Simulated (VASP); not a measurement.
HfC, 2 atoms in the cell. It takes space group Fm-3m (No. 225, cubic). The conventional cell has a = 4.650 Å, b = 4.650 Å, c = 4.650 Å, α = 90.00°, β = 90.00°, γ = 90.00°. Hf (site symmetry m-3m) has 6 C at 2.33 Å within 3.1 Å. Within 3.1 Å of C (site symmetry m-3m) lie 6 Hf at 2.33 Å. 

| Property | Result |
| --- | --- |
| Program | VASP 6.6.1 |
| Task | single point |
| Functional | PBE |
| Potentials or basis | VASP PAW PBE potentials, release 64 (Hf_pv, C) |
| Cutoff | 520 eV |
| k mesh | 6 × 6 × 6 |
| Occupations | gaussian, width 0.1 eV |
| Spin | no spin polarisation |
| Dipole correction | no |
| Further INCAR settings | ALGO = Normal; EDIFF = 1e-06; NBANDS = 14 |

Potentials or basis: VASP PAW PBE potentials, release 64 (Hf_pv, C).

Command:

```sh
$ cat potpaw_PBE.64/Hf_pv/POTCAR potpaw_PBE.64/C/POTCAR > POTCAR
$ mpirun -np 1 vasp_std > vasp.out
```

Hardware: 1 thread of Intel(R) Xeon(R) 6975P-C (Granite Rapids), with other jobs on the host.

**Question.** Estimate the wall time of this run.

**Answer.** It took 2.9 s on 1 thread of Intel(R) Xeon(R) 6975P-C (Granite Rapids), on a shared host, peak memory 0.13 GiB. Counts: scf iterations 12, k points 16.
